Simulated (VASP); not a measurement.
# Ru (P6_3/mmc) in VASP: notebook

Ru is run at these levels: PBE; tasks: single point.

All numbers are computed with VASP 6.6.1; they aren't measurements. Logs are shortened: lines on timing, memory, paths and dates and some standing lists are left out, and cuts for length are marked.

## (1) The cell of the first run

The structure is hexagonal, space group P6_3/mmc (No. 194). The conventional cell has a = 2.706 Å, b = 2.706 Å, c = 4.282 Å, α = 90.00°, β = 90.00°, γ = 120.00°. Ru (site symmetry -6m2) has 12 Ru at 2.65 to 2.71 Å within 3.5 Å.

## (2) Single point, PBE

Input file INCAR:

```
  PREC = Accurate
  ENCUT = 520
  EDIFF = 1E-7
  ISMEAR = 0
  SIGMA = 0.016
  LREAL = False
  LASPH = True
  NELM = 100
  ALGO = Fast
  ISIF = 2
  LWAVE = False
  LCHARG = False
  GGA = PE
  NBANDS = 21
```

Input file KPOINTS:

```
Automatic mesh
0
Gamma
  11 11 6
```

Input file POSCAR:

```
Ru
1.0
    2.7058000000      0.0000000000      0.0000000000
   -1.3529000000      2.3432915376      0.0000000000
    0.0000000000      0.0000000000      4.2819000000
Ru
2
Direct
    0.6666666667      0.3333333333      0.7500000000
    0.3333333333      0.6666666667      0.2500000000
```

Potentials or basis: VASP PAW PBE potentials, release 64 (Ru_pv).

Run with:

```console
$ cat potpaw_PBE.64/Ru_pv/POTCAR > POTCAR
$ mpirun -np 1 vasp_std > vasp.out
```

OUTCAR:

```text
PREC = Accurate
   ENCUT = 520
   EDIFF = 1E-7
   ISMEAR = 0
   LREAL = False
   LASPH = True
   NELM = 100
   ISIF = 2
   GGA = PE

 ion  position               nearest neighbor table
   1  0.667  0.333  0.750-   2 2.65   2 2.65   2 2.65   2 2.65   2 2.65   2 2.65
   2  0.333  0.667  0.250-   1 2.65   1 2.65   1 2.65   1 2.65   1 2.65   1 2.65

  LATTYP: Found a hexagonal cell.
 ALAT       =     2.7058000000
 C/A-ratio  =     1.5824894671

  Lattice vectors:

 A1 = (   2.7058000000,   0.0000000000,   0.0000000000)
 A2 = (  -1.3529000000,   2.3432915376,   0.0000000000)
 A3 = (   0.0000000000,   0.0000000000,   4.2819000000)

Analysis of symmetry for initial positions (statically):
=====================================================================
 Subroutine PRICEL returns:
 Original cell was already a primitive cell.

 Routine SETGRP: Setting up the symmetry group for a
 hexagonal supercell.

 Subroutine GETGRP returns: Found 24 space group operations
 (whereof 12 operations were pure point group operations)
 out of a pool of 24 trial point group operations.

The static configuration has the point symmetry D_3d.
 The point group associated with its full space group is D_6h.

Analysis of symmetry for dynamics (positions and initial velocities):
=====================================================================
 Subroutine PRICEL returns:
 Original cell was already a primitive cell.

 Routine SETGRP: Setting up the symmetry group for a
 hexagonal supercell.

 Subroutine GETGRP returns: Found 24 space group operations
 (whereof 12 operations were pure point group operations)
 out of a pool of 24 trial point group operations.

The dynamic configuration has the point symmetry D_3d.
 The point group associated with its full space group is D_6h.

 Subroutine INISYM returns: Found 24 space group operations
 (whereof 12 operations are pure point group operations),
 and found     1 'primitive' translations

----------------------------------------------------------------------------------------

                                     Primitive cell

  volume of cell :      27.1493

  direct lattice vectors                    reciprocal lattice vectors
     2.705800000  0.000000000  0.000000000     0.369576465  0.213375072  0.000000000
    -1.352900000  2.343291538  0.000000000     0.000000000  0.426750144  0.000000000
     0.000000000  0.000000000  4.281900000     0.000000000  0.000000000  0.233541185

  length of vectors
[... 76 lines left out ...]
   ISPIN  =      1    spin polarized calculation?
   LNONCOLLINEAR =      F non collinear calculations
   LSORBIT =      F    spin-orbit coupling
   LASPH  =      T    aspherical Exc in radial PAW
   ENCUT  =  520.0 eV  38.22 Ry    6.18 a.u.   5.03  5.03  7.96*2*pi/ulx,y,z
   NELM   =    100;   NELMIN=  2; NELMDL= -5     # of ELM steps
   EDIFF  = 0.1E-06   stopping-criterion for ELM
   LREAL  =      F    real-space projection
   EDIFFG = 0.1E-05   stopping-criterion for IOM
   NSW    =      0    number of steps for IOM
   IBRION =     -1    ionic relax: 0-MD 1-quasi-New 2-CG
   NFREE  =      0    steps in history (QN), initial steepest desc. (CG)
   ISIF   =      2    stress and relaxation
   ISYM   =      2    0-nonsym 1-usesym 2-fastsym
   POTIM  = 0.5000    time-step for ionic-motion
   TEBEG  =    0.0;   TEEND  =   0.0 temperature during run
   PSTRESS=    0.0 pullay stress
   NELECT =      28.0000    total number of electrons
   NUPDOWN=      -1.0000    fix difference up-down
   EMIN   =  10.00;   EMAX   =-10.00  energy-range for DOS
   EFERMI =   0.00;   METHOD = LEGACY
   ISMEAR =     0;   SIGMA  =   0.02  broadening in eV -4-tet -1-fermi 0-gaus
   EFERMI_NEDOS =   21; number of points for ismear=-14 and -15
   IALGO  =     68    algorithm
   IMIX   =      4    mixing-type and parameters
     AMIX     =   0.40;   BMIX     =  1.00
     AMIX_MAG =   1.60;   BMIX_MAG =  1.00
  volume/ion in A,a.u.               =      13.57        91.61
  Fermi-wavevector in a.u.,A,eV,Ry     =   1.654022  3.125649 37.222674  2.735789
  Thomas-Fermi vector in A             =   2.742361
   LORBIT       =      0    0 simple, 1 ext, 2 COOP (PROOUT), +10 PAW based schemes
   GGA     = PE    functional components
   LHFCALC =     F    Hartree Fock is set to
   AEXX    =    0.0000 exact exchange contribution
   IVDW    =     0    specifies the selected vdW correction
   LEPSILON=     F    determine dielectric tensor
   LRPA    =     F    only Hartree local field effects (RPA)
 non-spin polarized calculation
 RMM-DIIS sequential band-by-band and
 Gauss-broadening in eV      SIGMA  =   0.02
  energy-cutoff  :      520.00
  volume of cell :       27.15
 maximum number of plane-waves:       744
 NGX is ok and might be reduce to    20
   NGX =  9   NGY =  9   NGZ = 15

 number of electron      28.0000008 magnetization

 Free energy of the ion-electron system (eV)
  ---------------------------------------------------
  ext. energy  EPLUGINS =         0.00000000
  ---------------------------------------------------
  free energy    TOTEN  =       -18.45049683 eV

  energy without entropy =      -18.44967599  energy(sigma->0) =      -18.45008641

 E-fermi :  12.7922     XC(G=0): -14.1202

 val. band max:       12.7592469132   @ k =   0.2727   0.0000   0.0000
 cond. band min:      12.7948632184   @ k =   0.2727   0.1818   0.1667
 fundamental gap:      0.0356163052
 Fermi energy:        12.7921556028

 k-point     1 :       0.0000    0.0000    0.0000
  band No.  band energies     occupation
      1     -30.8028      2.00000
      2     -29.8685      2.00000
      3     -29.8685      2.00000
      4     -29.6983      2.00000
      5     -29.6983      2.00000
      6     -29.6586      2.00000
[... 565 lines left out ...]
     20      23.2719      0.00000
     21      24.5736      0.00000

 [... further k-points ...]
[... 5 lines left out ...]
  --------------------------------------------------------------------------------------
  -------------------------------------------------------------------------------------
  Total        0.7464241      0.7464241      0.7544682     -0.0000000      0.0000000     -0.0000000
  in kB       44.0491679     44.0491679     44.5238793     -0.0000000      0.0000000     -0.0000000
  external PRESSURE =      44.2074050 kB  Pullay stress =       0.0000000 kB

 VOLUME and BASIS-vectors are now :
 -----------------------------------------------------------------------------
  energy-cutoff  :      520.00
  volume of cell :       27.15
      direct lattice vectors                 reciprocal lattice vectors
     2.705800000  0.000000000  0.000000000     0.369576465  0.213375072  0.000000000
    -1.352900000  2.343291538  0.000000000     0.000000000  0.426750144  0.000000000
     0.000000000  0.000000000  4.281900000     0.000000000  0.000000000  0.233541185

 POSITION                                       TOTAL-FORCE (eV/Angst)
 -----------------------------------------------------------------------------------
      1.35290      0.78110      3.21143         0.000000     -0.000000      0.000000
     -0.00000      1.56219      1.07048        -0.000000      0.000000      0.000000
 -----------------------------------------------------------------------------------
    total drift:                               -0.000000      0.000000     -0.000000

  FREE ENERGIE OF THE ION-ELECTRON SYSTEM (eV)
  ---------------------------------------------------
  free  energy   TOTEN  =       -18.4504968255 eV

  energy  without entropy=      -18.4496759887  energy(sigma->0) =      -18.45008641
```

OSZICAR:

```text
N       E                     dE             d eps       ncg     rms          rms(c)
DAV:   1     0.289855525609E+03    0.28986E+03   -0.17635E+04  2688   0.148E+03
DAV:   2    -0.139470693707E+02   -0.30380E+03   -0.29441E+03  2753   0.446E+02
DAV:   3    -0.197545749464E+02   -0.58075E+01   -0.57620E+01  3143   0.691E+01
DAV:   4    -0.197967551402E+02   -0.42180E-01   -0.42133E-01  3403   0.564E+00
DAV:   5    -0.197972501468E+02   -0.49501E-03   -0.49268E-03  3054   0.539E-01    0.178E+01
RMM:   6    -0.185401745366E+02    0.12571E+01   -0.27298E+00  2745   0.138E+01    0.480E+00
RMM:   7    -0.184573794767E+02    0.82795E-01   -0.35676E-01  2935   0.452E+00    0.102E+00
RMM:   8    -0.184513803023E+02    0.59992E-02   -0.21241E-02  3047   0.137E+00    0.534E-01
RMM:   9    -0.184504973440E+02    0.88296E-03   -0.28691E-03  3072   0.445E-01    0.760E-02
RMM:  10    -0.184504987765E+02   -0.14325E-05   -0.42015E-04  3138   0.186E-01    0.231E-02
RMM:  11    -0.184504971684E+02    0.16081E-05   -0.74770E-05  3239   0.703E-02    0.357E-03
RMM:  12    -0.184504971417E+02    0.26777E-07   -0.13731E-05  3358   0.297E-02    0.200E-03
RMM:  13    -0.184504965698E+02    0.57186E-06   -0.16059E-06  3293   0.910E-03    0.903E-04
RMM:  14    -0.184504968532E+02   -0.28343E-06   -0.25899E-07  2349   0.467E-03    0.391E-04
RMM:  15    -0.184504968255E+02    0.27724E-07   -0.55477E-08  2014   0.207E-03
   1 F= -.18450497E+02 E0= -.18450086E+02  d E =-.820837E-03
```

stdout:

```text
POSCAR found type information on POSCAR Ru
 POSCAR found :  1 types and       2 ions
 scaLAPACK will be used
 LDA part: xc-table for (Slater+PW92), standard interpolation
 POSCAR, INCAR and KPOINTS ok, starting setup
 FFT: planning ... GRIDC
 FFT: planning ... GRID_SOFT
 FFT: planning ... GRID
 WAVECAR not read
 entering main loop
```

It took 15 s on 1 thread of Intel Xeon 6975P-C (Granite Rapids), shared host; peak memory 0.15 GiB.

Results:

```yaml
Free_energy: -18.4505 eV
Pressure: 4.4 GPa
Band_gap_on_the_k_mesh: zero (band 14 reaches 14.34 eV, above the bottom of band 15 at 11.27 eV)
```

## (3) Single point, PBE

Input file INCAR:

```
  PREC = Accurate
  ENCUT = 520
  EDIFF = 1E-6
  ISMEAR = 0
  SIGMA = 0.018000000000000002
  LREAL = F
  LASPH = T
  NELM = 60
  ALGO = Normal
  ISIF = 2
  LWAVE = F
  LCHARG = T
  GGA = PE
  LELF = T
  LVHAR = T
  NBANDS = 21
```

Input file KPOINTS:

```
regular mesh
0
Gamma
  11 11 6
```

POSCAR is that of step 2.

Potentials or basis: VASP PAW PBE potentials, release 64 (Ru_pv).

Run with:

```console
$ cat potpaw_PBE.64/Ru_pv/POTCAR > POTCAR
$ mpirun -np 1 vasp_std > vasp.out
```

Wall time 11 s (1 thread of Intel Xeon 6975P-C (Granite Rapids), shared host); peak memory 0.15 GiB.

The run converged. Its results:

```
Free energy            : -18.4506 eV
Pressure               : 4.4 GPa
Band gap on the k mesh : zero (band 14 reaches 14.34 eV, above the bottom of band 15 at 11.27 eV)
```

Levels at points of the mesh, in eV from the Fermi level:
```
           k point  band 12  band 13  band 14  band 15  band 16  band 17
(0.00, 0.00, 0.00)    -1.86    -1.86    -1.34    -1.34     1.24     1.24
(0.00, 0.00, 0.50)    -2.71    -2.66    -2.66     0.60     0.60     0.60
```

## (4) Single point, PBE

Input file INCAR:

```
SYSTEM = Ru
PREC = Accurate ; ENCUT = 520
EDIFF = 1E-6 ; ISMEAR = 0
SIGMA = 0.020999999999999998 ; LREAL = .FALSE.
LASPH = .TRUE. ; NELM = 80
ALGO = Fast ; ISIF = 2
LWAVE = .FALSE. ; LCHARG = .TRUE.
GGA = PE ; LELF = .TRUE.
LVHAR = .TRUE. ; NBANDS = 21
```

Input file KPOINTS:

```
regular mesh
0
G
  11 11 6
  0 0 0
```

POSCAR is that of step 3.

Run with:

```console
$ cat potpaw_PBE.64/Ru_pv/POTCAR > POTCAR
$ mpirun -np 1 vasp_std > vasp.out
```

Run time: 13 s. Hardware: 1 thread of Intel Xeon 6975P-C (Granite Rapids), shared host; peak memory 0.15 GiB.

Results (log left out):

```
Free energy            : -18.4508 eV
Pressure               : 4.5 GPa
Band gap on the k mesh : zero (band 14 reaches 14.34 eV, above the bottom of band 15 at 11.27 eV)
```

Stress tensor (GPa, compression positive):
```
4.49 0.00 0.00
0.00 4.49 0.00
0.00 0.00 4.41
```

Levels at points of the mesh, in eV from the Fermi level:
```csv
k point,band 10,band 11,band 12,band 13,band 14,band 15,band 16,band 17,band 18,band 19
"(0.00, 0.00, 0.00)",-2.54,-2.37,-1.86,-1.86,-1.33,-1.33,1.24,1.24,1.35,10.34
"(0.00, 0.00, 0.50)",-2.71,-2.71,-2.71,-2.66,-2.66,0.60,0.60,0.60,0.60,10.48
```

## (5) Overview

| smearing | gap on the mesh (eV) | pressure (GPa) |
| --- | --- | --- |
| gaussian 0.016 eV | none | 4.4 |
| gaussian 0.018 eV | none | 4.4 |
| gaussian 0.021 eV | none | 4.5 |

Alike in all rows: task single point; level PBE; potentials or basis VASP PAW PBE potentials, release 64 (Ru_pv); no spin polarisation; cell as given; k mesh 11 × 11 × 6; cutoff (eV) 520.

Every run on the cell as given and a fine mesh finds a metal.

Total energies depend on the potentials used, so only differences within one code and one set of settings carry meaning.
